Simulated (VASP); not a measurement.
# Ca (P6_3/mmc) in VASP: a series of runs

Aim: see how the results for Ca move with the level of theory and the settings. Levels: RPBE, revPBE, BLYP. Tasks: single point.

All numbers are computed with VASP 6.6.1; they aren't measurements. Logs are shortened: lines on timing, memory, paths and dates and some standing lists are left out, and cuts for length are marked.

**1. The cell of the first run**

Symmetry: P6_3/mmc, No. 194, hexagonal system. Conventional cell: a = 3.980 Å, b = 3.980 Å, c = 6.520 Å, α = 90.00°, β = 90.00°, γ = 120.00°. Ca (site symmetry -6m2) has 12 Ca at 3.98 to 3.99 Å within 5.2 Å.

**2. Single point, RPBE**

INCAR reads:

```
PREC = Accurate
ENCUT = 520
EDIFF = 1E-6
ISMEAR = -1
SIGMA = 0.05
LREAL = F
LASPH = T
NELM = 80
ALGO = Normal
ISIF = 2
LWAVE = F
LCHARG = F
GGA = RP
NBANDS = 17
```

KPOINTS reads:

```
Automatic mesh
0
Gamma
  8 8 4
```

POSCAR reads:

```
Ca
1.0
    3.9800000000      0.0000000000      0.0000000000
   -1.9900000000      3.4467811071      0.0000000000
    0.0000000000      0.0000000000      6.5200000000
Ca
2
Direct
    0.6666666667      0.3333333333      0.7500000000
    0.3333333333      0.6666666667      0.2500000000
```

Potentials or basis: VASP PAW PBE potentials, release 64 (Ca_sv).

Started as:

```
$ cat potpaw_PBE.64/Ca_sv/POTCAR > POTCAR
$ mpirun -np 1 vasp_std > vasp.out
```

OUTCAR:

```text
PREC = Accurate
   ENCUT = 520
   EDIFF = 1E-6
   ISMEAR = -1
   LREAL = F
   LASPH = T
   NELM = 80
   ISIF = 2
   GGA = RP

 ion  position               nearest neighbor table
   1  0.667  0.333  0.750-
   2  0.333  0.667  0.250-

  LATTYP: Found a hexagonal cell.
 ALAT       =     3.9800000000
 C/A-ratio  =     1.6381909548

  Lattice vectors:

 A1 = (   3.9800000000,   0.0000000000,   0.0000000000)
 A2 = (  -1.9900000000,   3.4467811071,   0.0000000000)
 A3 = (   0.0000000000,   0.0000000000,   6.5200000000)

Analysis of symmetry for initial positions (statically):
=====================================================================
 Subroutine PRICEL returns:
 Original cell was already a primitive cell.

 Routine SETGRP: Setting up the symmetry group for a
 hexagonal supercell.

 Subroutine GETGRP returns: Found 24 space group operations
 (whereof 12 operations were pure point group operations)
 out of a pool of 24 trial point group operations.

The static configuration has the point symmetry D_3d.
 The point group associated with its full space group is D_6h.

Analysis of symmetry for dynamics (positions and initial velocities):
=====================================================================
 Subroutine PRICEL returns:
 Original cell was already a primitive cell.

 Routine SETGRP: Setting up the symmetry group for a
 hexagonal supercell.

 Subroutine GETGRP returns: Found 24 space group operations
 (whereof 12 operations were pure point group operations)
 out of a pool of 24 trial point group operations.

The dynamic configuration has the point symmetry D_3d.
 The point group associated with its full space group is D_6h.

 Subroutine INISYM returns: Found 24 space group operations
 (whereof 12 operations are pure point group operations),
 and found     1 'primitive' translations

----------------------------------------------------------------------------------------

                                     Primitive cell

  volume of cell :      89.4426

  direct lattice vectors                    reciprocal lattice vectors
     3.980000000  0.000000000  0.000000000     0.251256281  0.145062882  0.000000000
    -1.990000000  3.446781107  0.000000000     0.000000000  0.290125763  0.000000000
     0.000000000  0.000000000  6.520000000     0.000000000  0.000000000  0.153374233

  length of vectors
     3.980000000  3.980000000  6.520000000     0.290125763  0.290125763  0.153374233

  position of ions in fractional coordinates (direct lattice)
     0.666666667  0.333333333  0.750000000
     0.333333333  0.666666667  0.250000000

  ion indices of the primitive-cell ions
   primitive index   ion index
                 1           1
                 2           2

----------------------------------------------------------------------------------------

 KPOINTS: Automatic mesh

Automatic generation of k-mesh.
 Grid dimensions read from file:
 generate k-points for:    8    8    4

 Generating k-lattice:

  Cartesian coordinates                     Fractional coordinates (reciprocal lattice)
     0.031407035  0.018132860  0.000000000     0.125000000  0.000000000  0.000000000
     0.000000000  0.036265720  0.000000000     0.000000000  0.125000000  0.000000000
     0.000000000  0.000000000  0.038343558     0.000000000  0.000000000  0.250000000

  Length of vectors
     0.036265720  0.036265720  0.038343558

  Shift w.r.t. Gamma in fractional coordinates (k-lattice)
     0.000000000  0.000000000  0.000000000

 Subroutine IBZKPT returns following result:
 ===========================================

 Found     30 irreducible k-points:

 Following reciprocal coordinates:
            Coordinates               Weight
  0.000000  0.000000  0.000000      1.000000
  0.125000 -0.000000  0.000000      6.000000
  0.250000 -0.000000  0.000000      6.000000
  0.375000  0.000000  0.000000      6.000000
  0.500000 -0.000000  0.000000      3.000000
  0.125000  0.125000  0.000000      6.000000
[... 16 lines left out ...]
  0.250000 -0.000000  0.500000      6.000000
  0.375000  0.000000  0.500000      6.000000
 [... further k-points ...]
   k-points           NKPTS =     30   k-points in BZ     NKDIM =     30   number of bands    NBANDS=     17
   number of dos      NEDOS =    301   number of ions     NIONS =      2
   total plane-waves  NPLWV =  43200
   dimension x,y,z NGX =    30 NGY =   30 NGZ =   48
   dimension x,y,z NGXF=    60 NGYF=   60 NGZF=   96
   ions per type =               2
   NGX,Y,Z   is equivalent  to a cutoff of  12.53, 12.53, 12.24 a.u.
   NGXF,Y,Z  is equivalent  to a cutoff of  25.06, 25.06, 24.48 a.u.
 SYSTEM =  unknown system
   PREC   = accura    normal or accurate (medium, high low for compatibility)
   ISTART =      0    job   : 0-new  1-cont  2-samecut
   ICHARG =      2    charge: 1-file 2-atom 10-const
   ISPIN  =      1    spin polarized calculation?
   LNONCOLLINEAR =      F non collinear calculations
   LSORBIT =      F    spin-orbit coupling
   LASPH  =      T    aspherical Exc in radial PAW
   ENCUT  =  520.0 eV  38.22 Ry    6.18 a.u.   7.40  7.40 12.12*2*pi/ulx,y,z
   NELM   =     80;   NELMIN=  2; NELMDL= -5     # of ELM steps
   EDIFF  = 0.1E-05   stopping-criterion for ELM
   LREAL  =      F    real-space projection
   EDIFFG = 0.1E-04   stopping-criterion for IOM
   NSW    =      0    number of steps for IOM
   IBRION =     -1    ionic relax: 0-MD 1-quasi-New 2-CG
   NFREE  =      0    steps in history (QN), initial steepest desc. (CG)
   ISIF   =      2    stress and relaxation
   ISYM   =      2    0-nonsym 1-usesym 2-fastsym
   POTIM  = 0.5000    time-step for ionic-motion
   TEBEG  =    0.0;   TEEND  =   0.0 temperature during run
   PSTRESS=    0.0 pullay stress
   NELECT =      20.0000    total number of electrons
   NUPDOWN=      -1.0000    fix difference up-down
   EMIN   =  10.00;   EMAX   =-10.00  energy-range for DOS
   EFERMI =   0.00;   METHOD = LEGACY
   ISMEAR =    -1;   SIGMA  =   0.05  broadening in eV -4-tet -1-fermi 0-gaus
   EFERMI_NEDOS =   21; number of points for ismear=-14 and -15
   IALGO  =     38    algorithm
   IMIX   =      4    mixing-type and parameters
     AMIX     =   0.40;   BMIX     =  1.00
     AMIX_MAG =   1.60;   BMIX_MAG =  1.00
  volume/ion in A,a.u.               =      44.72       301.79
  Fermi-wavevector in a.u.,A,eV,Ry     =   0.993657  1.877740 13.433783  0.987355
  Thomas-Fermi vector in A             =   2.125555
   LORBIT       =      0    0 simple, 1 ext, 2 COOP (PROOUT), +10 PAW based schemes
   GGA     = RP    functional components
   LHFCALC =     F    Hartree Fock is set to
   AEXX    =    0.0000 exact exchange contribution
   IVDW    =     0    specifies the selected vdW correction
   LEPSILON=     F    determine dielectric tensor
   LRPA    =     F    only Hartree local field effects (RPA)
 non-spin polarized calculation
  energy-cutoff  :      520.00
  volume of cell :       89.44
 maximum number of plane-waves:      2436
 NGX is ok and might be reduce to    30
   NGX = 15   NGY = 15   NGZ = 25

 number of electron      20.0000006 magnetization

 Free energy of the ion-electron system (eV)
  ---------------------------------------------------
  ext. energy  EPLUGINS =         0.00000000
  ---------------------------------------------------
  free energy    TOTEN  =        -3.49550212 eV

  energy without entropy =       -3.47874512  energy(sigma->0) =       -3.48712362

 E-fermi :   1.8738     XC(G=0):  -7.4370

 val. band max:        1.8030053393   @ k =   0.3750   0.2500   0.5000
 cond. band min:       1.9193564421   @ k =   0.2500   0.1250   0.0000
 fundamental gap:      0.1163511028
 Fermi energy:         1.8738004456

 k-point     1 :       0.0000    0.0000    0.0000
  band No.  band energies     occupation
      1     -40.4223      2.00000
      2     -40.4124      2.00000
      3     -21.3879      2.00000
      4     -21.3046      2.00000
      5     -21.3046      2.00000
      6     -21.2896      2.00000
[... 9 lines left out ...]
     16       4.4277      0.00000
     17       4.8012      0.00000

 k-point     2 :       0.1250   -0.0000    0.0000
  band No.  band energies     occupation
      1     -40.4210      2.00000
      2     -40.4117      2.00000
      3     -21.3826      2.00000
      4     -21.3168      2.00000
      5     -21.3085      2.00000
      6     -21.3021      2.00000
[... 9 lines left out ...]
     16       4.5550      0.00000
     17       4.5963      0.00000

 k-point     3 :       0.2500   -0.0000    0.0000
  band No.  band energies     occupation
      1     -40.4176      2.00000
      2     -40.4103      2.00000
      3     -21.3684      2.00000
      4     -21.3464      2.00000
      5     -21.3319      2.00000
      6     -21.3174      2.00000
[... 9 lines left out ...]
     16       4.7309      0.00000
     17       4.7590      0.00000

 k-point     4 :       0.3750    0.0000    0.0000
  band No.  band energies     occupation
      1     -40.4140      2.00000
      2     -40.4092      2.00000
      3     -21.3764      2.00000
      4     -21.3608      2.00000
      5     -21.3506      2.00000
      6     -21.3261      2.00000
[... 9 lines left out ...]
     16       5.2277      0.00000
     17       5.4427      0.00000
[... 343 lines left out ...]
      1     -40.4164      2.00000
      2     -40.4164      2.00000
      3     -21.3374      2.00000
      4     -21.3374      2.00000
      5     -21.3047      2.00000
      6     -21.3047      2.00000
[... 9 lines left out ...]
     16       4.2514      0.00000
     17       5.3802      0.00000

 k-point    23 :       0.2500   -0.0000    0.5000
  band No.  band energies     occupation
      1     -40.4140      2.00000
      2     -40.4140      2.00000
      3     -21.3555      2.00000
      4     -21.3555      2.00000
      5     -21.3121      2.00000
      6     -21.3121      2.00000
[... 9 lines left out ...]
     16       4.5221      0.00000
     17       5.3961      0.00000

 k-point    24 :       0.3750    0.0000    0.5000
  band No.  band energies     occupation
      1     -40.4116      2.00000
      2     -40.4116      2.00000
      3     -21.3814      2.00000
      4     -21.3814      2.00000
      5     -21.3145      2.00000
      6     -21.3145      2.00000
[... 9 lines left out ...]
     16       4.6667      0.00000
     17       5.5633      0.00000

 [... further k-points ...]
[... 5 lines left out ...]
  --------------------------------------------------------------------------------------
  -------------------------------------------------------------------------------------
  Total       -0.0583119     -0.0583119      0.0852701      0.0000000     -0.0000000     -0.0000000
  in kB       -1.0445351     -1.0445351      1.5274364      0.0000000     -0.0000000     -0.0000000
  external PRESSURE =      -0.1872113 kB  Pullay stress =       0.0000000 kB

 VOLUME and BASIS-vectors are now :
 -----------------------------------------------------------------------------
  energy-cutoff  :      520.00
  volume of cell :       89.44
      direct lattice vectors                 reciprocal lattice vectors
     3.980000000  0.000000000  0.000000000     0.251256281  0.145062882  0.000000000
    -1.990000000  3.446781107  0.000000000     0.000000000  0.290125763  0.000000000
     0.000000000  0.000000000  6.520000000     0.000000000  0.000000000  0.153374233

 POSITION                                       TOTAL-FORCE (eV/Angst)
 -----------------------------------------------------------------------------------
      1.99000      1.14893      4.89000        -0.000000     -0.000000      0.000000
     -0.00000      2.29785      1.63000         0.000000      0.000000      0.000000
 -----------------------------------------------------------------------------------
    total drift:                                0.000000     -0.000000      0.000000

  FREE ENERGIE OF THE ION-ELECTRON SYSTEM (eV)
  ---------------------------------------------------
  free  energy   TOTEN  =        -3.4955021152 eV

  energy  without entropy=       -3.4787451183  energy(sigma->0) =       -3.48712362
```

Wall time 50 s (1 thread of Intel Xeon Platinum 8488C (Sapphire Rapids), shared host); peak memory 0.2 GiB.

What came out:

- Free energy: -3.4955 eV
- Pressure: 0.0 GPa
- Band gap on the k mesh: zero (band 10 reaches 2.17 eV, above the bottom of band 11 at 1.60 eV)

Caveat: the PAW data sets were made with another functional, which shifts forces and pressure a little.

**3. Single point, revPBE**

INCAR reads:

```
ALGO = Normal ; EDIFF = 1E-6
ENCUT = 520 ; GGA = RE
ISIF = 2 ; ISMEAR = -1
LASPH = True ; LCHARG = True
LELF = True ; LREAL = False
LVHAR = True ; LWAVE = False
NBANDS = 17 ; NELM = 60
PREC = Accurate ; SIGMA = 0.05
```

KPOINTS reads:

```
k-points
0
Gamma
  8 8 4
```

POSCAR is that of step 2.

Potentials or basis: VASP PAW PBE potentials, release 64 (Ca_sv).

Started as:

```
$ cat potpaw_PBE.64/Ca_sv/POTCAR > POTCAR
$ mpirun -np 1 vasp_std > vasp.out
```

Run time: 46 s. Hardware: 1 thread of Intel Xeon Platinum 8488C (Sapphire Rapids), shared host; peak memory 0.2 GiB.

Results (log left out):

- Free energy: -3.5353 eV
- Pressure: -0.2 GPa
- Band gap on the k mesh: zero (band 10 reaches 2.14 eV, above the bottom of band 11 at 1.59 eV)

Stress tensor (GPa, compression positive):
```
-0.29  0.00  0.00
 0.00 -0.29  0.00
 0.00  0.00 -0.03
```

Levels at points of the mesh, in eV from the Fermi level:
```tsv
k point	band 8	band 9	band 10	band 11	band 12	band 13
(0.00, 0.00, 0.00)	-23.14	-3.95	-0.99	-0.26	2.24	2.25
(0.50, 0.00, 0.00)	-23.17	-1.09	-0.71	0.27	0.42	1.34
(0.00, 0.00, 0.50)	-23.16	-2.98	-2.98	1.38	1.38	2.24
(0.50, 0.00, 0.50)	-23.17	-0.64	-0.64	0.05	0.05	1.45
```

Caveat: the PAW data sets were made with another functional, which shifts forces and pressure a little.

[end of part 1 of 2]
